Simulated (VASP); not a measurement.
# Cd2S (P3m1) in VASP: settings compared

Aim: see how the results for Cd2S move with the level of theory and the settings. Levels: LDA, PBEsol. Tasks: single point.

All numbers are computed with VASP 6.6.1; they aren't measurements. Logs are shortened: lines on timing, memory, paths and dates and some standing lists are left out, and cuts for length are marked.

### Step 1. The cell of the first run

The structure is trigonal, space group P3m1 (No. 156). Conventional cell: a = 3.989 Å, b = 3.989 Å, c = 5.848 Å, α = 90.00°, β = 90.00°, γ = 120.00°. Within 3.3 Å of Cd (site symmetry 3m) lie 1 S at 2.53 Å and 3 Cd at 3.10 Å. Within 3.5 Å of Cd (site symmetry 3m) lie 3 S at 2.62 Å and 3 Cd at 3.10 Å. S (site symmetry 3m) has 4 Cd at 2.53 to 2.62 Å within 3.3 Å.

### Step 2. Single point, LDA (volume scaled by 1.02)

INCAR reads:

```
SYSTEM = Cd2S
ALGO = Normal
EDIFF = 1E-6
ENCUT = 520
ISIF = 2
ISMEAR = -1
LASPH = .TRUE.
LCHARG = .FALSE.
LREAL = .FALSE.
LWAVE = .FALSE.
NBANDS = 22
NELM = 60
PREC = Accurate
SIGMA = 0.05
```

KPOINTS reads:

```
k-points
0
G
  8 8 5
  0 0 0
```

POSCAR reads:

```
Cd2S
1.0
    3.9889136618      0.0000000000      0.0000000000
   -1.9944568309      3.4545005647      0.0000000000
    0.0000000000      0.0000000000      5.8476645914
Cd S
2 1
Direct
    0.3333333333      0.6666666667      0.9327170000
    0.6666666667      0.3333333333      0.5787350000
    0.3333333333      0.6666666667      0.3657050000
```

Potentials or basis: VASP PAW LDA potentials, release 64 (Cd, S).

On the command line:

```console
cat potpaw_LDA.64/Cd/POTCAR potpaw_LDA.64/S/POTCAR > POTCAR
mpirun -np 1 vasp_std > vasp.out
```

OUTCAR:

```text
SYSTEM = Cd2S
   EDIFF = 1E-6
   ENCUT = 520
   ISIF = 2
   ISMEAR = -1
   LASPH = .TRUE.
   LREAL = .FALSE.
   NELM = 60
   PREC = Accurate

 ion  position               nearest neighbor table
   1  0.333  0.667  0.933-   3 2.53   2 3.10   2 3.10   2 3.10
   2  0.667  0.333  0.579-   3 2.62   3 2.62   3 2.62   1 3.10   1 3.10   1 3.10
   3  0.333  0.667  0.366-   1 2.53   2 2.62   2 2.62   2 2.62

  LATTYP: Found a hexagonal cell.
 ALAT       =     3.9889136618
 C/A-ratio  =     1.4659792332

  Lattice vectors:

 A1 = (   3.9889136618,   0.0000000000,   0.0000000000)
 A2 = (  -1.9944568309,   3.4545005647,   0.0000000000)
 A3 = (   0.0000000000,   0.0000000000,   5.8476645914)

Analysis of symmetry for initial positions (statically):
=====================================================================
 Subroutine PRICEL returns:
 Original cell was already a primitive cell.

 Routine SETGRP: Setting up the symmetry group for a
 hexagonal supercell.

 Subroutine GETGRP returns: Found  6 space group operations
 (whereof  6 operations were pure point group operations)
 out of a pool of 24 trial point group operations.

The static configuration has the point symmetry C_3v.

Analysis of symmetry for dynamics (positions and initial velocities):
=====================================================================
 Subroutine PRICEL returns:
 Original cell was already a primitive cell.

 Routine SETGRP: Setting up the symmetry group for a
 hexagonal supercell.

 Subroutine GETGRP returns: Found  6 space group operations
 (whereof  6 operations were pure point group operations)
 out of a pool of 24 trial point group operations.

The dynamic configuration has the point symmetry C_3v.

 Subroutine INISYM returns: Found  6 space group operations
 (whereof  6 operations are pure point group operations),
 and found     1 'primitive' translations

----------------------------------------------------------------------------------------

                                     Primitive cell

  volume of cell :      80.5791

  direct lattice vectors                    reciprocal lattice vectors
     3.988913662  0.000000000  0.000000000     0.250694822  0.144738723  0.000000000
    -1.994456831  3.454500565  0.000000000     0.000000000  0.289477446  0.000000000
     0.000000000  0.000000000  5.847664591     0.000000000  0.000000000  0.171008440

  length of vectors
     3.988913662  3.988913662  5.847664591     0.289477446  0.289477446  0.171008440

  position of ions in fractional coordinates (direct lattice)
     0.333333333  0.666666667  0.932717000
     0.666666667  0.333333333  0.578735000
     0.333333333  0.666666667  0.365705000

  ion indices of the primitive-cell ions
   primitive index   ion index
                 1           1
                 2           2
                 3           3

----------------------------------------------------------------------------------------

 KPOINTS: k-points

Automatic generation of k-mesh.
 Grid dimensions read from file:
 generate k-points for:    8    8    5

 Generating k-lattice:

  Cartesian coordinates                     Fractional coordinates (reciprocal lattice)
     0.031336853  0.018092340  0.000000000     0.125000000  0.000000000  0.000000000
     0.000000000  0.036184681  0.000000000     0.000000000  0.125000000  0.000000000
     0.000000000  0.000000000  0.034201688     0.000000000  0.000000000  0.200000000

  Length of vectors
     0.036184681  0.036184681  0.034201688

  Shift w.r.t. Gamma in fractional coordinates (k-lattice)
     0.000000000  0.000000000  0.000000000

 Subroutine IBZKPT returns following result:
 ===========================================

 Found     40 irreducible k-points:

 Following reciprocal coordinates:
            Coordinates               Weight
  0.000000  0.000000  0.000000      1.000000
  0.125000 -0.000000  0.000000      6.000000
  0.250000 -0.000000  0.000000      6.000000
  0.375000  0.000000  0.000000      6.000000
  0.500000 -0.000000  0.000000      3.000000
  0.125000  0.125000  0.000000      6.000000
[... 16 lines left out ...]
 -0.125000  0.500000  0.200000     12.000000
  0.250000  0.250000  0.200000     12.000000
 [... further k-points ...]
   k-points           NKPTS =     40   k-points in BZ     NKDIM =     40   number of bands    NBANDS=     22
   number of dos      NEDOS =    301   number of ions     NIONS =      3
   total plane-waves  NPLWV =  43200
   dimension x,y,z NGX =    30 NGY =   30 NGZ =   48
   dimension x,y,z NGXF=    60 NGYF=   60 NGZF=   96
   ions per type =               2   1
   NGX,Y,Z   is equivalent  to a cutoff of  12.50, 12.50, 13.65 a.u.
   NGXF,Y,Z  is equivalent  to a cutoff of  25.01, 25.01, 27.29 a.u.
 SYSTEM =  Cd2S
   PREC   = accura    normal or accurate (medium, high low for compatibility)
   ISTART =      0    job   : 0-new  1-cont  2-samecut
   ICHARG =      2    charge: 1-file 2-atom 10-const
   ISPIN  =      1    spin polarized calculation?
   LNONCOLLINEAR =      F non collinear calculations
   LSORBIT =      F    spin-orbit coupling
   LASPH  =      T    aspherical Exc in radial PAW
   ENCUT  =  520.0 eV  38.22 Ry    6.18 a.u.   7.42  7.42 10.87*2*pi/ulx,y,z
   NELM   =     60;   NELMIN=  2; NELMDL= -5     # of ELM steps
   EDIFF  = 0.1E-05   stopping-criterion for ELM
   LREAL  =      F    real-space projection
   EDIFFG = 0.1E-04   stopping-criterion for IOM
   NSW    =      0    number of steps for IOM
   IBRION =     -1    ionic relax: 0-MD 1-quasi-New 2-CG
   NFREE  =      0    steps in history (QN), initial steepest desc. (CG)
   ISIF   =      2    stress and relaxation
   ISYM   =      2    0-nonsym 1-usesym 2-fastsym
   POTIM  = 0.5000    time-step for ionic-motion
   TEBEG  =    0.0;   TEEND  =   0.0 temperature during run
   PSTRESS=    0.0 pullay stress
   NELECT =      30.0000    total number of electrons
   NUPDOWN=      -1.0000    fix difference up-down
   EMIN   =  10.00;   EMAX   =-10.00  energy-range for DOS
   EFERMI =   0.00;   METHOD = LEGACY
   ISMEAR =    -1;   SIGMA  =   0.05  broadening in eV -4-tet -1-fermi 0-gaus
   EFERMI_NEDOS =   21; number of points for ismear=-14 and -15
   IALGO  =     38    algorithm
   IMIX   =      4    mixing-type and parameters
     AMIX     =   0.40;   BMIX     =  1.00
     AMIX_MAG =   1.60;   BMIX_MAG =  1.00
  volume/ion in A,a.u.               =      26.86       181.26
  Fermi-wavevector in a.u.,A,eV,Ry     =   1.177718  2.225563 18.871533  1.387019
  Thomas-Fermi vector in A             =   2.314059
   LORBIT       =      0    0 simple, 1 ext, 2 COOP (PROOUT), +10 PAW based schemes
   GGA     = CA    functional components
   LHFCALC =     F    Hartree Fock is set to
   AEXX    =    0.0000 exact exchange contribution
   IVDW    =     0    specifies the selected vdW correction
   LEPSILON=     F    determine dielectric tensor
   LRPA    =     F    only Hartree local field effects (RPA)
 non-spin polarized calculation
  energy-cutoff  :      520.00
  volume of cell :       80.58
 maximum number of plane-waves:      2194
 NGX is ok and might be reduce to    30
   NGX = 15   NGY = 15   NGZ = 21

 number of electron      30.0000000 magnetization

 Free energy of the ion-electron system (eV)
  ---------------------------------------------------
  ext. energy  EPLUGINS =         0.00000000
  ---------------------------------------------------
  free energy    TOTEN  =        -8.02599604 eV

  energy without entropy =       -8.02452811  energy(sigma->0) =       -8.02526207

 E-fermi :   1.0525     XC(G=0):  -9.5810

 val. band max:        0.9053096364   @ k =   0.3750   0.2500   0.2000
 cond. band min:       1.1598782571   @ k =   0.5000  -0.0000   0.2000
 fundamental gap:      0.2545686207
 Fermi energy:         1.0524842504

 k-point     1 :       0.0000    0.0000    0.0000
  band No.  band energies     occupation
      1     -11.4878      2.00000
      2      -7.3096      2.00000
      3      -7.3096      2.00000
      4      -7.2215      2.00000
      5      -7.2215      2.00000
      6      -7.1379      2.00000
[... 14 lines left out ...]
     21       9.0740      0.00000
     22      10.8358      0.00000

 k-point     2 :       0.1250   -0.0000    0.0000
  band No.  band energies     occupation
      1     -11.4367      2.00000
      2      -7.3159      2.00000
      3      -7.3076      2.00000
      4      -7.2194      2.00000
      5      -7.1894      2.00000
      6      -7.0946      2.00000
[... 14 lines left out ...]
     21       9.1175      0.00000
     22      10.5472      0.00000

 k-point     3 :       0.2500   -0.0000    0.0000
  band No.  band energies     occupation
      1     -11.3121      2.00000
      2      -7.3197      2.00000
      3      -7.3104      2.00000
      4      -7.2110      2.00000
      5      -7.1078      2.00000
      6      -7.0613      2.00000
[... 14 lines left out ...]
     21       9.0950      0.00000
     22       9.5303      0.00000

 k-point     4 :       0.3750    0.0000    0.0000
  band No.  band energies     occupation
      1     -11.1861      2.00000
      2      -7.3222      2.00000
      3      -7.3048      2.00000
      4      -7.2152      2.00000
      5      -7.0635      2.00000
      6      -7.0129      2.00000
[... 14 lines left out ...]
     21       8.8232      0.00000
     22       9.4138      0.00000

 k-point     5 :       0.5000   -0.0000    0.0000
  band No.  band energies     occupation
      1     -11.1336      2.00000
      2      -7.3290      2.00000
      3      -7.2824      2.00000
      4      -7.2345      2.00000
      5      -7.0601      2.00000
      6      -7.0050      2.00000
[... 417 lines left out ...]
 k-point    22 :       0.3750    0.1250    0.2000
  band No.  band energies     occupation
      1     -11.1023      2.00000
      2      -7.3508      2.00000
      3      -7.3181      2.00000
      4      -7.1936      2.00000
      5      -7.1460      2.00000
      6      -7.0075      2.00000
[... 14 lines left out ...]
     21       8.7166      0.00000
     22       9.8169      0.00000

 k-point    23 :      -0.1250    0.5000    0.2000
  band No.  band energies     occupation
      1     -11.1021      2.00000
      2      -7.3460      2.00000
      3      -7.3131      2.00000
      4      -7.2046      2.00000
      5      -7.1401      2.00000
      6      -6.9929      2.00000
[... 14 lines left out ...]
     21       8.7652      0.00000
     22       9.8776      0.00000

 k-point    24 :       0.2500    0.2500    0.2000
  band No.  band energies     occupation
      1     -11.1030      2.00000
      2      -7.3658      2.00000
      3      -7.3001      2.00000
      4      -7.1725      2.00000
      5      -7.1482      2.00000
      6      -7.0305      2.00000
[... 14 lines left out ...]
     21       8.4065      0.00000
     22       9.3114      0.00000

 [... further k-points ...]

------------------------ aborting loop because EDIFF is reached ----------------------------------------

  FORCE on cell =-STRESS in cart. coord.  units (eV):
  Direction    XX          YY          ZZ          XY          YZ          ZX
  --------------------------------------------------------------------------------------
  -------------------------------------------------------------------------------------
  Total       -2.3275148     -2.3275148     -3.2345138      0.0000000      0.0000000      0.0000000
  in kB      -46.2786490    -46.2786490    -64.3127721      0.0000000      0.0000000      0.0000000
  external PRESSURE =     -52.2900234 kB  Pullay stress =       0.0000000 kB

 VOLUME and BASIS-vectors are now :
 -----------------------------------------------------------------------------
  energy-cutoff  :      520.00
  volume of cell :       80.58
      direct lattice vectors                 reciprocal lattice vectors
     3.988913662  0.000000000  0.000000000     0.250694822  0.144738723  0.000000000
    -1.994456831  3.454500565  0.000000000     0.000000000  0.289477446  0.000000000
     0.000000000  0.000000000  5.847664591     0.000000000  0.000000000  0.171008440

 POSITION                                       TOTAL-FORCE (eV/Angst)
 -----------------------------------------------------------------------------------
     -0.00000      2.30300      5.45422        -0.000000      0.000000      0.028766
      1.99446      1.15150      3.38425         0.000000     -0.000000     -0.217366
     -0.00000      2.30300      2.13852         0.000000     -0.000000      0.188600
 -----------------------------------------------------------------------------------
    total drift:                                0.000000     -0.000000      0.000843

  FREE ENERGIE OF THE ION-ELECTRON SYSTEM (eV)
  ---------------------------------------------------
  free  energy   TOTEN  =        -8.0259960385 eV

  energy  without entropy=       -8.0245281058  energy(sigma->0) =       -8.02526207
```

Wall time 25 s (1 thread of Intel Xeon 6975P-C (Granite Rapids), shared host); peak memory 0.2 GiB.

Results:

* Free energy: -8.0260 eV
* Pressure: -5.2 GPa
* Largest force: 0.217 eV/Å
* Band gap on the k mesh: 0.25 eV, indirect (least direct gap 0.56 eV)

Forces on the atoms (eV/Å):
```
Cd   0.000  0.000  0.029
Cd   0.000  0.000 -0.217
S    0.000  0.000  0.189
```

(Part 1 of 2 ends here.)
